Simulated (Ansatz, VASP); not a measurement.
Given: the input of a run of Ansatz 0.2.0 on NaLa.

The input input.yaml:

```yaml
crystal:
  lattice:
    - [3.7486505274, 0.0, 0.0]
    - [-1.8743252637, 3.2464265866, 0.0]
    - [0.0, 0.0, 6.7398066227]
  atoms:
    - { symbol: La, position: [0.3333333333, 0.6666666667, 0.5] }
    - { symbol: Na, position: [0.0, 0.0, 0.0] }
kpoints:
  mp_grid: { grid: [9, 9, 4] }
scf:
  occupations: { method: gaussian, width: 0.05 }
hamiltonian:
  xc: lda
  pseudopotentials: { kind: all_electron, lapw: { basis_error: 0.001 } }
output:
  forces: true
  stress: true
  eigenvalues: true
```

Potentials or basis: all-electron LAPW, scalar-relativistic.

Launch:

```console
$ ansatz run input.yaml --threads 2 --pin off --max-ram 6144MiB --backend cpu --events-out ev --progress --plain --runs-dir out
```

Q: Set up the same calculation for VASP 6.6.1. Potentials there: VASP PAW LDA potentials, release 64 (La, Na_pv).

A: As run (the cutoff follows the program's own potentials):

INCAR

```
SYSTEM = NaLa
PREC = Accurate
ENCUT = 520
EDIFF = 1E-6
ISMEAR = 0
SIGMA = 0.05
LREAL = .False.
LASPH = .True.
NELM = 60
ALGO = Normal
ISIF = 2
LWAVE = .False.
LCHARG = .False.
NBANDS = 16
```

KPOINTS

```
Automatic mesh
0
Gamma
  9 9 4
  0 0 0
```

File POSCAR:

```
NaLa
1.0
    3.7486505274      0.0000000000      0.0000000000
   -1.8743252637      3.2464265866      0.0000000000
    0.0000000000      0.0000000000      6.7398066227
La Na
1 1
Direct
    0.3333333333      0.6666666667      0.5000000000
    0.0000000000      0.0000000000      0.0000000000
```

Potentials or basis: VASP PAW LDA potentials, release 64 (La, Na_pv).

Launch:

```console
$ cat potpaw_LDA.64/La/POTCAR potpaw_LDA.64/Na_pv/POTCAR > POTCAR
$ mpirun -np 1 vasp_std > vasp.out
```

Both were run:

|  | VASP | Ansatz | Ansatz less VASP |
| --- | --- | --- | --- |
| gap on the k mesh at the Fermi level (eV) | none | none | - |
| pressure (GPa) | -3.3 | -3.3 | +0.04 |
| traceless stress, the component that is largest in VASP (GPa) | 0.68 | 0.66 | -0.026 |

LDA's correlation is that of Perdew and Zunger in VASP and of Perdew and Wang (1992) in Ansatz. A gap of «none» marks a metal or a gap that the smearing closes. Ansatz ran all-electron here, and VASP with PAW potentials.

Spin-orbit coupling is off throughout.
